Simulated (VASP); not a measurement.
# CdS in VASP: further runs

CdS is run at these levels: r2SCAN, HSE06; tasks: single point.

Program: VASP 6.6.1. These are calculated values, not measurements. Logs are shortened: lines on timing, memory, paths and dates and some standing lists are left out, and cuts for length are marked.

### Step 1. The cell of the first run

Symmetry: I4/mmm, No. 139, tetragonal system. Conventional cell: a = 3.856 Å, b = 3.856 Å, c = 5.365 Å, α = 90.00°, β = 90.00°, γ = 90.00°. Within 3.5 Å of Cd (site symmetry 4/mmm) lie 6 S at 2.68 to 2.73 Å. S (site symmetry 4/mmm) has 6 Cd at 2.68 to 2.73 Å within 3.5 Å.

### Step 2. Single point, r2SCAN (uniaxial z strain -1.6%)

POSCAR

```
CdS
1.0
    0.0000000000      2.7267765442      2.6826027642
    2.7267765442      0.0000000000      2.6826027642
    2.7267765442      2.7267765442      0.0000000000
Cd S
1 1
Direct
    0.0000000000      0.0000000000      0.0000000000
    0.5000000000      0.5000000000      0.5000000000
```

INCAR.step1

```
ALGO = Normal
EDIFF = 1E-4
ENCUT = 520
GGA = PE
ISMEAR = 0
LASPH = True
LCHARG = False
LREAL = False
LWAVE = True
NBANDS = 16
NELM = 80
PREC = Accurate
SIGMA = 0.01
```

INCAR.step2

```
ALGO = Normal
EDIFF = 1E-6
ENCUT = 520
ISIF = 2
ISMEAR = 0
ISTART = 1
LASPH = True
LCHARG = True
LELF = True
LMIXTAU = True
LREAL = False
LVHAR = True
LWAVE = False
METAGGA = R2SCAN
NBANDS = 16
NELM = 80
PREC = Accurate
SIGMA = 0.01
```

KPOINTS

```
k-points
0
Gamma
  8 8 8
```

Potentials or basis: VASP PAW PBE potentials, release 64 (Cd, S).

Launch:

```
cat potpaw_PBE.64/Cd/POTCAR potpaw_PBE.64/S/POTCAR > POTCAR
cp INCAR.step1 INCAR
mpirun -np 1 vasp_std > vasp.out
cp INCAR.step2 INCAR
mpirun -np 1 vasp_std > vasp.out
```

OUTCAR:

```text
EDIFF = 1E-6
   ENCUT = 520
   ISIF = 2
   ISMEAR = 0
   ISTART = 1
   LASPH = True
   LREAL = False
   METAGGA = R2SCAN
   NELM = 80
   PREC = Accurate

 ion  position               nearest neighbor table
   1  0.000  0.000  0.000-   2 2.68   2 2.68   2 2.73   2 2.73   2 2.73   2 2.73
   2  0.500  0.500  0.500-   1 2.68   1 2.68   1 2.73   1 2.73   1 2.73   1 2.73

  LATTYP: Found a body centered tetragonal cell.
 ALAT       =     3.8562443704
 C/A-ratio  =     1.3913033027

  Lattice vectors:

 A1 = (   0.0000000000,  -2.7267765442,  -2.6826027642)
 A2 = (   0.0000000000,   2.7267765442,  -2.6826027642)
 A3 = (   2.7267765442,   0.0000000000,   2.6826027642)

Analysis of symmetry for initial positions (statically):
=====================================================================
 Subroutine PRICEL returns:
 Original cell was already a primitive cell.

 Routine SETGRP: Setting up the symmetry group for a
 body centered tetragonal supercell.

 Subroutine GETGRP returns: Found 16 space group operations
 (whereof 16 operations were pure point group operations)
 out of a pool of 16 trial point group operations.

The static configuration has the point symmetry D_4h.

Analysis of symmetry for dynamics (positions and initial velocities):
=====================================================================
 Subroutine PRICEL returns:
 Original cell was already a primitive cell.

 Routine SETGRP: Setting up the symmetry group for a
 body centered tetragonal supercell.

 Subroutine GETGRP returns: Found 16 space group operations
 (whereof 16 operations were pure point group operations)
 out of a pool of 16 trial point group operations.

The dynamic configuration has the point symmetry D_4h.

 Subroutine INISYM returns: Found 16 space group operations
 (whereof 16 operations are pure point group operations),
 and found     1 'primitive' translations

----------------------------------------------------------------------------------------

                                     Primitive cell

  volume of cell :      39.8920

  direct lattice vectors                    reciprocal lattice vectors
     0.000000000  2.726776544  2.682602764    -0.183366694  0.183366694  0.186386150
     2.726776544  0.000000000  2.682602764     0.183366694 -0.183366694  0.186386150
     2.726776544  2.726776544  0.000000000     0.183366694  0.183366694 -0.186386150

  length of vectors
     3.825136326  3.825136326  3.856244370     0.319353230  0.319353230  0.319353230

  position of ions in fractional coordinates (direct lattice)
     0.000000000  0.000000000  0.000000000
     0.500000000  0.500000000  0.500000000

  ion indices of the primitive-cell ions
   primitive index   ion index
                 1           1
                 2           2

----------------------------------------------------------------------------------------

 KPOINTS: k-points

Automatic generation of k-mesh.
 Grid dimensions read from file:
 generate k-points for:    8    8    8

 Generating k-lattice:

  Cartesian coordinates                     Fractional coordinates (reciprocal lattice)
    -0.022920837  0.022920837  0.023298269     0.125000000 -0.000000000  0.000000000
     0.022920837 -0.022920837  0.023298269    -0.000000000  0.125000000  0.000000000
     0.022920837  0.022920837 -0.023298269     0.000000000  0.000000000  0.125000000

  Length of vectors
     0.039919154  0.039919154  0.039919154

  Shift w.r.t. Gamma in fractional coordinates (k-lattice)
     0.000000000  0.000000000  0.000000000

 Subroutine IBZKPT returns following result:
 ===========================================

 Found     59 irreducible k-points:

 Following reciprocal coordinates:
            Coordinates               Weight
  0.000000  0.000000  0.000000      1.000000
  0.125000 -0.000000  0.000000      8.000000
  0.250000 -0.000000  0.000000      8.000000
  0.375000 -0.000000  0.000000      8.000000
  0.500000 -0.000000  0.000000      4.000000
  0.125000  0.125000  0.000000      2.000000
[... 16 lines left out ...]
  0.250000 -0.000000  0.125000     16.000000
  0.375000  0.000000  0.125000     16.000000
 [... further k-points ...]
   k-points           NKPTS =     59   k-points in BZ     NKDIM =     59   number of bands    NBANDS=     16
   number of dos      NEDOS =    301   number of ions     NIONS =      2
   total plane-waves  NPLWV =  23520
   dimension x,y,z NGX =    28 NGY =   28 NGZ =   30
   dimension x,y,z NGXF=    56 NGYF=   56 NGZF=   60
   ions per type =               1   1
   NGX,Y,Z   is equivalent  to a cutoff of  12.17, 12.17, 12.93 a.u.
   NGXF,Y,Z  is equivalent  to a cutoff of  24.34, 24.34, 25.87 a.u.
 SYSTEM =  unknown system
   PREC   = accura    normal or accurate (medium, high low for compatibility)
   ISTART =      1    job   : 0-new  1-cont  2-samecut
   ICHARG =      0    charge: 1-file 2-atom 10-const
   ISPIN  =      1    spin polarized calculation?
   LNONCOLLINEAR =      F non collinear calculations
   LSORBIT =      F    spin-orbit coupling
   LASPH  =      T    aspherical Exc in radial PAW
   ENCUT  =  520.0 eV  38.22 Ry    6.18 a.u.   7.11  7.11  7.17*2*pi/ulx,y,z
   NELM   =     80;   NELMIN=  2; NELMDL=  0     # of ELM steps
   EDIFF  = 0.1E-05   stopping-criterion for ELM
   LREAL  =      F    real-space projection
   EDIFFG = 0.1E-04   stopping-criterion for IOM
   NSW    =      0    number of steps for IOM
   IBRION =     -1    ionic relax: 0-MD 1-quasi-New 2-CG
   NFREE  =      0    steps in history (QN), initial steepest desc. (CG)
   ISIF   =      2    stress and relaxation
   ISYM   =      2    0-nonsym 1-usesym 2-fastsym
   POTIM  = 0.5000    time-step for ionic-motion
   TEBEG  =    0.0;   TEEND  =   0.0 temperature during run
   PSTRESS=    0.0 pullay stress
   NELECT =      18.0000    total number of electrons
   NUPDOWN=      -1.0000    fix difference up-down
   EMIN   =  10.00;   EMAX   =-10.00  energy-range for DOS
   EFERMI =   0.00;   METHOD = LEGACY
   ISMEAR =     0;   SIGMA  =   0.01  broadening in eV -4-tet -1-fermi 0-gaus
   EFERMI_NEDOS =   21; number of points for ismear=-14 and -15
   IALGO  =     38    algorithm
   IMIX   =      4    mixing-type and parameters
     AMIX     =   0.40;   BMIX     =  1.00
     AMIX_MAG =   1.60;   BMIX_MAG =  1.00
  volume/ion in A,a.u.               =      19.95       134.60
  Fermi-wavevector in a.u.,A,eV,Ry     =   1.255656  2.372845 21.451909  1.576671
  Thomas-Fermi vector in A             =   2.389402
   LORBIT       =      0    0 simple, 1 ext, 2 COOP (PROOUT), +10 PAW based schemes
   METAGGA = R2SCAN    functional components
   LHFCALC =     F    Hartree Fock is set to
   AEXX    =    0.0000 exact exchange contribution
   IVDW    =     0    specifies the selected vdW correction
   LEPSILON=     F    determine dielectric tensor
   LRPA    =     F    only Hartree local field effects (RPA)
 non-spin polarized calculation
 Gauss-broadening in eV      SIGMA  =   0.01
  energy-cutoff  :      520.00
  volume of cell :       39.89
 maximum number of plane-waves:      1088
   NGX = 15   NGY = 15   NGZ = 15

 number of electron      18.0000001 magnetization

 Free energy of the ion-electron system (eV)
  ---------------------------------------------------
  ext. energy  EPLUGINS =         0.00000000
  ---------------------------------------------------
  free energy    TOTEN  =       -29.51727460 eV

  energy without entropy =      -29.51727460  energy(sigma->0) =      -29.51727460

 E-fermi :   3.0588     XC(G=0): -11.0918

 val. band max:        2.9628402477   @ k =   0.5000  -0.0000   0.0000
 cond. band min:       3.5957044644   @ k =   0.5000   0.5000   0.0000
 fundamental gap:      0.6328642167
 Fermi energy:         3.0588128294

 k-point     1 :       0.0000    0.0000    0.0000
  band No.  band energies     occupation
      1     -10.5475      2.00000
      2      -4.9835      2.00000
      3      -4.9835      2.00000
      4      -4.9791      2.00000
      5      -4.9765      2.00000
      6      -4.9620      2.00000
[... 8 lines left out ...]
     15      15.2659      0.00000
     16      15.2659      0.00000

 k-point     2 :       0.1250   -0.0000    0.0000
  band No.  band energies     occupation
      1     -10.4050      2.00000
      2      -5.0345      2.00000
      3      -5.0302      2.00000
      4      -4.9945      2.00000
      5      -4.9499      2.00000
      6      -4.9391      2.00000
[... 8 lines left out ...]
     15      13.9601      0.00000
     16      14.9649      0.00000

 k-point     3 :       0.2500   -0.0000    0.0000
  band No.  band energies     occupation
      1     -10.0223      2.00000
      2      -5.1656      2.00000
      3      -5.1525      2.00000
      4      -5.0555      2.00000
      5      -4.8704      2.00000
      6      -4.8677      2.00000
[... 8 lines left out ...]
     15      14.3975      0.00000
     16      14.6634      0.00000

 k-point     4 :       0.3750   -0.0000    0.0000
  band No.  band energies     occupation
      1      -9.5618      2.00000
      2      -5.2913      2.00000
      3      -5.2693      2.00000
      4      -5.1762      2.00000
      5      -4.7938      2.00000
      6      -4.7891      2.00000
[... 8 lines left out ...]
     15      15.6652      0.00000
     16      15.7376      0.00000
[... 324 lines left out ...]
 k-point    22 :       0.1250    0.0000    0.1250
  band No.  band energies     occupation
      1     -10.3697      2.00000
      2      -5.0823      2.00000
      3      -5.0071      2.00000
      4      -4.9621      2.00000
      5      -4.9520      2.00000
      6      -4.9345      2.00000
[... 8 lines left out ...]
     15      16.0851      0.00000
     16      16.4188      0.00000

 k-point    23 :       0.2500   -0.0000    0.1250
  band No.  band energies     occupation
      1     -10.0921      2.00000
      2      -5.1699      2.00000
      3      -5.0348      2.00000
      4      -5.0333      2.00000
      5      -4.8968      2.00000
      6      -4.8607      2.00000
[... 8 lines left out ...]
     15      15.5984      0.00000
     16      16.2676      0.00000

 k-point    24 :       0.3750    0.0000    0.1250
  band No.  band energies     occupation
      1      -9.6854      2.00000
      2      -5.2246      2.00000
      3      -5.1629      2.00000
      4      -5.0939      2.00000
      5      -4.8220      2.00000
      6      -4.7826      2.00000
[... 8 lines left out ...]
     15      16.3203      0.00000
     16      16.4242      0.00000

 [... further k-points ...]
[... 5 lines left out ...]
  --------------------------------------------------------------------------------------
  -------------------------------------------------------------------------------------
  Total        0.3553126      0.3553126      0.7488222      0.0000000      0.0000000     -0.0000000
  in kB       14.2703854     14.2703854     30.0748742      0.0000000      0.0000000     -0.0000000
  external PRESSURE =      19.5385483 kB  Pullay stress =       0.0000000 kB

 VOLUME and BASIS-vectors are now :
 -----------------------------------------------------------------------------
  energy-cutoff  :      520.00
  volume of cell :       39.89
      direct lattice vectors                 reciprocal lattice vectors
     0.000000000  2.726776544  2.682602764    -0.183366694  0.183366694  0.186386150
     2.726776544  0.000000000  2.682602764     0.183366694 -0.183366694  0.186386150
     2.726776544  2.726776544  0.000000000     0.183366694  0.183366694 -0.186386150

 POSITION                                       TOTAL-FORCE (eV/Angst)
 -----------------------------------------------------------------------------------
      0.00000      0.00000      0.00000         0.000000     -0.000000      0.000000
      2.72678      2.72678      2.68260         0.000000      0.000000     -0.000000
 -----------------------------------------------------------------------------------
    total drift:                                0.000000      0.000000      0.000000

  FREE ENERGIE OF THE ION-ELECTRON SYSTEM (eV)
  ---------------------------------------------------
  free  energy   TOTEN  =       -29.5172745957 eV

  energy  without entropy=      -29.5172745957  energy(sigma->0) =      -29.51727460
```

Wall time 4.1 min (1 thread of Intel Xeon 8259CL, shared host); peak memory 0.19 GiB.

What came out:

* Free energy: -29.5173 eV
* Pressure: 2.0 GPa
* Band gap on the k mesh: 0.63 eV (least direct gap 2.44 eV)

Caveat: the cell differs from its parent crystal (uniaxial z strain -1.6%); the structure was generated, so it needn't be the stable form of CdS; semilocal functionals underestimate gaps, and a narrow one can read as zero; the PAW data sets were made with another functional, which shifts forces and pressure a little. A k mesh can miss the band edges.

### Step 3. Single point, r2SCAN (epitaxial 111 strain -1.8%)

POSCAR

```
CdS
1.0
    0.0616741567      2.7390960455      2.7390960455
    2.7390960455      0.0616741567      2.7390960455
    2.7390960455      2.7390960455      0.0616741567
Cd S
1 1
Direct
    0.0000000000      0.0000000000      0.0000000000
    0.5000000000      0.5000000000      0.5000000000
```

INCAR.step1

```
SYSTEM = CdS
ALGO     = Normal         ! electronic algorithm
EDIFF    = 1E-4           ! SCF threshold, eV
ENCUT    = 520            ! plane-wave cutoff, eV
GGA      = PE             ! functional
ISMEAR   = 0              ! smearing method
LASPH    = .True.         ! aspherical terms in the spheres
LCHARG   = .False.        ! write CHGCAR
LREAL    = .False.        ! projectors in reciprocal space
LWAVE    = .True.         ! write WAVECAR
NBANDS   = 16             ! bands
NELM     = 60             ! most SCF steps
PREC     = Accurate       ! precision mode
SIGMA    = 0.01           ! smearing width, eV
```

INCAR.step2

```
SYSTEM = CdS
ALGO     = Normal         ! electronic algorithm
EDIFF    = 1E-6           ! SCF threshold, eV
ENCUT    = 520            ! plane-wave cutoff, eV
ISIF     = 2              ! what is computed and relaxed
ISMEAR   = 0              ! smearing method
ISTART   = 1            
LASPH    = .True.         ! aspherical terms in the spheres
LCHARG   = .True.         ! write CHGCAR
LELF     = .True.         ! ELF
LMIXTAU  = .True.       
LREAL    = .False.        ! projectors in reciprocal space
LVHAR    = .True.       
LWAVE    = .False.        ! write WAVECAR
METAGGA  = R2SCAN         ! meta-GGA
NBANDS   = 16             ! bands
NELM     = 60             ! most SCF steps
PREC     = Accurate       ! precision mode
SIGMA    = 0.01           ! smearing width, eV
```

KPOINTS

```
k-points
0
Gamma
  8 8 8
  0 0 0
```

Potentials or basis: VASP PAW PBE potentials, release 64 (Cd, S).

Launch:

```
cat potpaw_PBE.64/Cd/POTCAR potpaw_PBE.64/S/POTCAR > POTCAR
cp INCAR.step1 INCAR
mpirun -np 1 vasp_std > vasp.out
cp INCAR.step2 INCAR
mpirun -np 1 vasp_std > vasp.out
```

Wall time 5.2 min (1 thread of Intel Xeon 8259CL, shared host); peak memory 0.2 GiB.

The run converged. Its results:

```yaml
Free_energy: -29.5097 eV
Pressure: 2.3 GPa
Band_gap_on_the_k_mesh: 0.65 eV (least direct gap 2.39 eV)
```

Stress tensor (GPa, compression positive):
```
 2.30 -0.87 -0.87
-0.87  2.30 -0.87
-0.87 -0.87  2.30
```

Levels at points of the mesh, in eV from the valence-band top:
| k point | band 5 | band 6 | band 7 | band 8 | band 9 | band 10 | band 11 | band 12 | band 13 | band 14 |
| --- | --- | --- | --- | --- | --- | --- | --- | --- | --- | --- |
| (0.00, 0.00, 0.00) | -7.97 | -7.97 | -1.09 | -0.80 | -0.80 | 1.59 | 9.34 | 9.82 | 9.82 | 11.81 |
| (0.50, 0.00, 0.00) | -7.78 | -7.76 | -5.05 | -0.14 | -0.08 | 3.86 | 6.17 | 6.41 | 7.68 | 13.07 |
| (0.50, 0.50, 0.00) | -7.70 | -6.93 | -4.58 | -2.50 | -2.24 | 0.65 | 6.31 | 10.76 | 12.40 | 12.40 |
| (0.50, 0.50, 0.50) | -7.78 | -7.78 | -5.26 | 0.00 | 0.00 | 4.19 | 6.62 | 6.62 | 7.73 | 13.15 |

Caveat: the cell differs from its parent crystal (epitaxial 111 strain -1.8%); the structure was generated, so it needn't be the stable form of CdS; semilocal functionals underestimate gaps, and a narrow one can read as zero; the PAW data sets were made with another functional, which shifts forces and pressure a little. A k mesh can miss the band edges.

### Step 4. Single point, HSE06 (uniaxial z strain -1.6%)

POSCAR

```
CdS
1.0
    0.0000000000      2.7267765442      2.6826027642
    2.7267765442      0.0000000000      2.6826027642
    2.7267765442      2.7267765442      0.0000000000
Cd S
1 1
Direct
    0.0000000000      0.0000000000      0.0000000000
    0.5000000000      0.5000000000      0.5000000000
```

INCAR.step1

```
SYSTEM = CdS
PREC = Accurate
ENCUT = 520
EDIFF = 1E-5
ISMEAR = 0
SIGMA = 0.01
LREAL = .FALSE.
LASPH = .TRUE.
NELM = 80
ALGO = Normal
ISIF = 2
LWAVE = .TRUE.
NBANDS = 16
GGA = PE
```

INCAR.step2

```
SYSTEM = CdS
PREC = Accurate
ENCUT = 520
EDIFF = 1E-6
ISMEAR = 0
SIGMA = 0.01
LREAL = .FALSE.
LASPH = .TRUE.
NELM = 80
ALGO = Normal
ISIF = 2
LWAVE = .FALSE.
LCHARG = .TRUE.
GGA = PE
LHFCALC = .TRUE.
HFSCREEN = 0.2079
PRECFOCK = Normal
LELF = .TRUE.
LVHAR = .TRUE.
NBANDS = 16
ISTART = 1
```

KPOINTS

```
Automatic mesh
0
G
  6 6 6
  0 0 0
```

Launch:

```
cat potpaw_PBE.64/Cd/POTCAR potpaw_PBE.64/S/POTCAR > POTCAR
cp INCAR.step1 INCAR
mpirun -np 1 vasp_std > vasp.out
cp INCAR.step2 INCAR
mpirun -np 1 vasp_std > vasp.out
```

Run time: 2.2 h. Hardware: 1 thread of Oxide Virtual Turin-like, shared host; peak memory 0.26 GiB.

It converged, with:

```yaml
Free_energy: -7.3433 eV
Pressure: 1.8 GPa
Band_gap_on_the_k_mesh: 1.13 eV (least direct gap 2.84 eV)
```

Stress tensor (GPa, compression positive):
```
1.34 0.00 0.00
0.00 1.34 0.00
0.00 0.00 2.84
```

Levels at points of the mesh, in eV from the valence-band top:
```
           k point  band 5  band 6  band 7  band 8  band 9  band 10  band 11  band 12  band 13  band 14
(0.00, 0.00, 0.00)   -8.91   -8.88   -0.91   -0.81   -0.81     2.03    10.31    10.31    10.39    12.34
(0.50, 0.00, 0.00)   -8.69   -8.68   -5.43   -0.10    0.00     4.38     6.87     7.06     8.60    13.59
(0.50, 0.50, 0.00)   -8.61   -7.75   -4.81   -2.47   -2.47     1.13     6.79    11.54    12.94    12.94
(0.50, 0.00, 0.50)   -8.61   -7.80   -4.81   -2.49   -2.33     1.21     6.89    11.40    12.83    13.25
```

Caveat: the cell differs from its parent crystal (uniaxial z strain -1.6%); the structure was generated, so it needn't be the stable form of CdS; the PAW data sets were made with another functional, which shifts forces and pressure a little.

### Step 5. Overview

| level | cell | k mesh | grid for exact exchange (PRECFOCK) | share of exact exchange | screening parameter | gap on the mesh (eV) | pressure (GPa) |
| --- | --- | --- | --- | --- | --- | --- | --- |
| r2SCAN | a = 3.825, b = 3.825, c = 3.856 Å, angles 59.7, 59.7, 60.5°, 2 atoms | 8 × 8 × 8 | - | - | - | 0.63 | 2.0 |
| r2SCAN | a = 3.874 Å, angles 58.5°, 2 atoms | 8 × 8 × 8 | - | - | - | 0.65 | 2.3 |
| HSE06 | a = 3.825, b = 3.825, c = 3.856 Å, angles 59.7, 59.7, 60.5°, 2 atoms | 6 × 6 × 6 | Normal | 0.25 | 0.2079 1/Å | 1.13 | 1.8 |

Alike in all rows: task single point; potentials or basis VASP PAW PBE potentials, release 64 (Cd, S); no spin polarisation; cutoff (eV) 520; smearing gaussian 0.01 eV.

Caveats: the structure was generated, so it needn't be the stable form of CdS; the PAW data sets were made with another functional, which shifts forces and pressure a little; semilocal functionals underestimate gaps, and a narrow one can read as zero (at least some runs).

Total energies depend on the potentials used, so only differences within one code and one set of settings carry meaning.
